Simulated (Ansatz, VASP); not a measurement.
One calculation of TaN, two programs

Contents of INCAR:

```
  PREC = Accurate
  ENCUT = 520
  EDIFF = 1E-6
  ISMEAR = 0
  SIGMA = 0.15
  LREAL = False
  LASPH = True
  NELM = 100
  ALGO = Normal
  ISIF = 2
  LWAVE = False
  LCHARG = False
  GGA = PS
  NBANDS = 15
```

File KPOINTS:

```
regular mesh
0
Gamma
  18 18 16
```

Contents of POSCAR:

```
TaN
1.0
    2.9379988584      0.0000000000      0.0000000000
   -1.4689994292      2.3917187488      0.0000000000
    0.0000000000      0.0000000000      2.8830000000
Ta N
1 1
Direct
    0.3333333333      0.6666666667      0.5000000000
    0.0000000000      0.0000000000      0.0000000000
```

Input for Ansatz:

```yaml
crystal:
  lattice:
    - [2.9379988584, 0.0, 0.0]
    - [-1.4689994292, 2.3917187488, 0.0]
    - [0.0, 0.0, 2.883]
  atoms:
    - { symbol: Ta, position: [0.3333333333, 0.6666666667, 0.5] }
    - { symbol: "N", position: [0.0, 0.0, 0.0] }
basis:
  ecutwfc: 420
kpoints:
  mp_grid: { grid: [18, 18, 16] }
hamiltonian:
  xc: pbesol
scf:
  occupations: { method: gaussian, width: 0.15 }
output:
  forces: true
  stress: true
  eigenvalues: true
```

Change from the starting cell: strain -0.0600 x Voigt [0, 1, 0, 0, 0, 0], atoms carried along.

Alike in both runs: task single point; functional PBEsol; k mesh 18 × 18 × 16; occupations gaussian, width 0.15 eV; no spin polarisation.

|  | VASP | Ansatz |
| --- | --- | --- |
| version | VASP 6.6.1 | Ansatz 0.2.0 |
| potentials or method | VASP PAW PBE potentials, release 64 (Ta_pv, N), cutoff 520 eV | scalar-relativistic, plane waves, PAW |
| valence electrons in the cell | 16 | 18 |

```csv
,VASP,Ansatz,Ansatz less VASP
gap on the k mesh at the Fermi level (eV),none,none,-
pressure (GPa),20.4,19.3,-1.11
"traceless stress, the component that is largest in VASP (GPa)",23.24,23.27,+0.029
rms of the force components (eV/Å),0.154,0.149,-0.0057
```

VASP's potentials were made for PBE, not for PBEsol. Atom by atom the forces differ by 0.006 eV/Å (rms over components). A gap of «none» marks a metal or a gap that the smearing closes. The functional is the same, so the differences come from potentials, cutoffs and numerics. VASP's potentials hold 16 valence electrons a cell and Ansatz's 18, so a difference there can come from the potentials and not from the codes.

Spin-orbit coupling is off throughout.
